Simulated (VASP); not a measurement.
# ZnS (x) (P6_3mc) in VASP: notebook

Runs on ZnS (x). Level: PBEsol. Tasks: single point.

Program: VASP 6.6.1. These are calculated values, not measurements. Logs are shortened: lines on timing, memory, paths and dates and some standing lists are left out, and cuts for length are marked.

## (1) The cell of the first run

The structure is hexagonal, space group P6_3mc (No. 186). Conventional cell: a = 3.823 Å, b = 3.823 Å, c = 6.261 Å, α = 90.00°, β = 90.00°, γ = 120.00°. Within 2.9 Å of Zn (site symmetry 3m) lie 3 S at 2.22 Å. S (site symmetry 3m) has 3 Zn at 2.22 Å within 2.9 Å.

## (2) Single point, PBEsol

Contents of INCAR:

```
SYSTEM = ZnS
ALGO     = Normal         ! electronic algorithm
EDIFF    = 1E-6           ! SCF threshold, eV
ENCUT    = 520            ! plane-wave cutoff, eV
GGA      = PS             ! functional
ISIF     = 2              ! what is computed and relaxed
ISMEAR   = 0              ! smearing method
LASPH    = .TRUE.         ! aspherical terms in the spheres
LCHARG   = .TRUE.         ! write CHGCAR
LELF     = .TRUE.         ! ELF
LREAL    = .FALSE.        ! projectors in reciprocal space
LVHAR    = .TRUE.       
LWAVE    = .FALSE.        ! write WAVECAR
NBANDS   = 26             ! bands
NELM     = 60             ! most SCF steps
PREC     = Accurate       ! precision mode
SIGMA    = 0.01           ! smearing width, eV
```

Contents of KPOINTS:

```
k-points
0
G
  9 9 6
  0 0 0
```

Contents of POSCAR:

```
ZnS
1.0
    3.8230000000      0.0000000000      0.0000000000
   -1.9115000000      3.3108151187      0.0000000000
    0.0000000000      0.0000000000      6.2610000000
Zn S
2 2
Direct
    0.3333333333      0.6666666667     -0.0468425787
    0.6666666667      0.3333333333      0.4531574213
    0.3333333333      0.6666666667      0.4218425787
    0.6666666667      0.3333333333      0.9218425787
```

Potentials or basis: VASP PAW PBE potentials, release 64 (Zn, S).

Command:

```bash
cat potpaw_PBE.64/Zn/POTCAR potpaw_PBE.64/S/POTCAR > POTCAR
mpirun -np 1 vasp_std > vasp.out
```

OUTCAR:

```text
SYSTEM = ZnS
   EDIFF = 1E-6
   ENCUT = 520
   GGA = PS
   ISIF = 2
   ISMEAR = 0
   LASPH = .TRUE.
   LREAL = .FALSE.
   NELM = 60
   PREC = Accurate

 ion  position               nearest neighbor table
   1  0.333  0.667  0.953-   4 2.22   4 2.22   4 2.22
   2  0.667  0.333  0.453-   3 2.22   3 2.22   3 2.22
   3  0.333  0.667  0.422-   2 2.22   2 2.22   2 2.22
   4  0.667  0.333  0.922-   1 2.22   1 2.22   1 2.22

  LATTYP: Found a hexagonal cell.
 ALAT       =     3.8230000000
 C/A-ratio  =     1.6377190688

  Lattice vectors:

 A1 = (   3.8230000000,   0.0000000000,   0.0000000000)
 A2 = (  -1.9115000000,   3.3108151187,   0.0000000000)
 A3 = (   0.0000000000,   0.0000000000,   6.2610000000)

Analysis of symmetry for initial positions (statically):
=====================================================================
 Subroutine PRICEL returns:
 Original cell was already a primitive cell.

 Routine SETGRP: Setting up the symmetry group for a
 hexagonal supercell.

 Subroutine GETGRP returns: Found 12 space group operations
 (whereof  6 operations were pure point group operations)
 out of a pool of 24 trial point group operations.

The static configuration has the point symmetry C_3v.
 The point group associated with its full space group is C_6v.

Analysis of symmetry for dynamics (positions and initial velocities):
=====================================================================
 Subroutine PRICEL returns:
 Original cell was already a primitive cell.

 Routine SETGRP: Setting up the symmetry group for a
 hexagonal supercell.

 Subroutine GETGRP returns: Found 12 space group operations
 (whereof  6 operations were pure point group operations)
 out of a pool of 24 trial point group operations.

The dynamic configuration has the point symmetry C_3v.
 The point group associated with its full space group is C_6v.

 Subroutine INISYM returns: Found 12 space group operations
 (whereof  6 operations are pure point group operations),
 and found     1 'primitive' translations

----------------------------------------------------------------------------------------

[... 84 lines left out ...]
   NGX,Y,Z   is equivalent  to a cutoff of  12.18, 12.18, 12.75 a.u.
   NGXF,Y,Z  is equivalent  to a cutoff of  24.35, 24.35, 25.49 a.u.
 SYSTEM =  ZnS
   PREC   = accura    normal or accurate (medium, high low for compatibility)
   ISTART =      0    job   : 0-new  1-cont  2-samecut
   ICHARG =      2    charge: 1-file 2-atom 10-const
   ISPIN  =      1    spin polarized calculation?
   LNONCOLLINEAR =      F non collinear calculations
   LSORBIT =      F    spin-orbit coupling
   LASPH  =      T    aspherical Exc in radial PAW
   ENCUT  =  520.0 eV  38.22 Ry    6.18 a.u.   7.11  7.11 11.64*2*pi/ulx,y,z
   NELM   =     60;   NELMIN=  2; NELMDL= -5     # of ELM steps
   EDIFF  = 0.1E-05   stopping-criterion for ELM
   LREAL  =      F    real-space projection
   EDIFFG = 0.1E-04   stopping-criterion for IOM
   NSW    =      0    number of steps for IOM
   IBRION =     -1    ionic relax: 0-MD 1-quasi-New 2-CG
   NFREE  =      0    steps in history (QN), initial steepest desc. (CG)
   ISIF   =      2    stress and relaxation
   ISYM   =      2    0-nonsym 1-usesym 2-fastsym
   POTIM  = 0.5000    time-step for ionic-motion
   TEBEG  =    0.0;   TEEND  =   0.0 temperature during run
   PSTRESS=    0.0 pullay stress
   NELECT =      36.0000    total number of electrons
   NUPDOWN=      -1.0000    fix difference up-down
   EMIN   =  10.00;   EMAX   =-10.00  energy-range for DOS
   EFERMI =   0.00;   METHOD = LEGACY
   ISMEAR =     0;   SIGMA  =   0.01  broadening in eV -4-tet -1-fermi 0-gaus
   EFERMI_NEDOS =   21; number of points for ismear=-14 and -15
   IALGO  =     38    algorithm
   IMIX   =      4    mixing-type and parameters
     AMIX     =   0.40;   BMIX     =  1.00
     AMIX_MAG =   1.60;   BMIX_MAG =  1.00
  volume/ion in A,a.u.               =      19.81       133.70
  Fermi-wavevector in a.u.,A,eV,Ry     =   1.258485  2.378192 21.548694  1.583784
  Thomas-Fermi vector in A             =   2.392092
   LORBIT       =      0    0 simple, 1 ext, 2 COOP (PROOUT), +10 PAW based schemes
   GGA     = PS    functional components
   LHFCALC =     F    Hartree Fock is set to
   AEXX    =    0.0000 exact exchange contribution
   IVDW    =     0    specifies the selected vdW correction
   LEPSILON=     F    determine dielectric tensor
   LRPA    =     F    only Hartree local field effects (RPA)
 non-spin polarized calculation
 Gauss-broadening in eV      SIGMA  =   0.01
  energy-cutoff  :      520.00
  volume of cell :       79.25
 maximum number of plane-waves:      2154
   NGX = 15   NGY = 15   NGZ = 23

 number of electron      35.9999991 magnetization

 Free energy of the ion-electron system (eV)
  ---------------------------------------------------
  ext. energy  EPLUGINS =         0.00000000
  ---------------------------------------------------
  free energy    TOTEN  =       -14.46146263 eV

  energy without entropy =      -14.46146263  energy(sigma->0) =      -14.46146263

 E-fermi :   1.8955     XC(G=0):  -9.7984

 val. band max:        1.8524807169   @ k =   0.1111  -0.0000   0.0000
 cond. band min:       4.2367030986   @ k =   0.0000   0.0000   0.0000
 fundamental gap:      2.3842223817
 Fermi energy:         1.8954530348

 k-point     1 :       0.0000    0.0000    0.0000
  band No.  band energies     occupation
      1     -11.3065      2.00000
      2     -10.5350      2.00000
      3      -4.8318      2.00000
      4      -4.8318      2.00000
      5      -4.8159      2.00000
      6      -4.8159      2.00000
[... 685 lines left out ...]
     25      11.9003      0.00000
     26      11.9608      0.00000

 [... further k-points ...]
[... 5 lines left out ...]
  --------------------------------------------------------------------------------------
  -------------------------------------------------------------------------------------
  Total        2.4204088      2.4204088     -0.9102417      0.0000000      0.0000000      0.0000000
  in kB       48.9346366     48.9346366    -18.4028202      0.0000000      0.0000000      0.0000000
  external PRESSURE =      26.4888177 kB  Pullay stress =       0.0000000 kB

 VOLUME and BASIS-vectors are now :
 -----------------------------------------------------------------------------
  energy-cutoff  :      520.00
  volume of cell :       79.25
      direct lattice vectors                 reciprocal lattice vectors
     3.823000000  0.000000000  0.000000000     0.261574680  0.151020212  0.000000000
    -1.911500000  3.310815119  0.000000000     0.000000000  0.302040423  0.000000000
     0.000000000  0.000000000  6.261000000     0.000000000  0.000000000  0.159718895

 POSITION                                       TOTAL-FORCE (eV/Angst)
 -----------------------------------------------------------------------------------
     -0.00000      2.20721      5.96772         0.000000     -0.000000      0.470407
      1.91150      1.10361      2.83722        -0.000000      0.000000      0.470407
     -0.00000      2.20721      2.64116        -0.000000     -0.000000     -0.470407
      1.91150      1.10361      5.77166         0.000000      0.000000     -0.470407
 -----------------------------------------------------------------------------------
    total drift:                                0.000000      0.000000     -0.000194

  FREE ENERGIE OF THE ION-ELECTRON SYSTEM (eV)
  ---------------------------------------------------
  free  energy   TOTEN  =       -14.4614626318 eV

  energy  without entropy=      -14.4614626318  energy(sigma->0) =      -14.46146263
```

Run time: 35 s. Hardware: 1 thread of Intel Xeon 6975P-C (Granite Rapids), shared host; peak memory 0.22 GiB.

Results:

```yaml
Free_energy: -14.4615 eV
Pressure: 2.6 GPa
Largest_force: 0.470 eV/Å
Band_gap_on_the_k_mesh: 2.38 eV, indirect (the least direct gap lies 1.0 meV higher)
```

Forces on the atoms (eV/Å):
```
Zn   0.000  0.000  0.470
Zn   0.000  0.000  0.470
S    0.000  0.000 -0.470
S    0.000  0.000 -0.470
```

Stress tensor (GPa, compression positive):
```
 4.89  0.00  0.00
 0.00  4.89  0.00
 0.00  0.00 -1.84
```

Caveat: the PAW data sets were made with another functional, which shifts forces and pressure a little.

## (3) Single point, PBEsol

Contents of INCAR:

```
PREC = Accurate ; ENCUT = 500
EDIFF = 1E-6 ; ISMEAR = 0
SIGMA = 0.02 ; LREAL = F
LASPH = T ; NELM = 120
ALGO = Normal ; ISIF = 2
LWAVE = F ; LCHARG = F
GGA = PS ; NBANDS = 26
GGA_COMPAT = F
```

Contents of KPOINTS:

```
Automatic mesh
0
Gamma
  9 9 6
```

Contents of POSCAR:

```
ZnS
1.0
    3.8230000000      0.0000000000      0.0000000000
   -1.9115000000      3.3108151187      0.0000000000
    0.0000000000      0.0000000000      6.2610000000
Zn S
2 2
Direct
    0.3333333333      0.6666666667      0.0001296852
    0.6666666667      0.3333333333      0.5001296852
    0.3333333333      0.6666666667      0.3748703148
    0.6666666667      0.3333333333      0.8748703148
```

Potentials or basis: VASP PAW PBE potentials, release 64 (Zn, S).

Command:

```bash
cat potpaw_PBE.64/Zn/POTCAR potpaw_PBE.64/S/POTCAR > POTCAR
mpirun -np 1 vasp_std > vasp.out
```

Run time: 79 s. Hardware: 1 thread of Intel Xeon 6975P-C, shared host; peak memory 0.23 GiB.

The run converged. Its results:

```
Free energy            : -15.1536 eV
Pressure               : -2.0 GPa
Band gap on the k mesh : 2.03 eV, direct
```

Stress tensor (GPa, compression positive):
```
-2.08  0.00  0.00
 0.00 -2.08  0.00
 0.00  0.00 -1.95
```

Levels at points of the mesh, in eV from the valence-band top:
```
           k point  band 14  band 15  band 16  band 17  band 18  band 19  band 20  band 21  band 22  band 23
(0.00, 0.00, 0.00)    -0.90    -0.90    -0.07     0.00     0.00     2.03     2.96     6.22     6.22     6.50
(0.00, 0.00, 0.50)    -2.89    -0.47    -0.47    -0.47    -0.47     3.42     3.42     6.68     6.68     6.68
```

Caveat: the PAW data sets were made with another functional, which shifts forces and pressure a little.
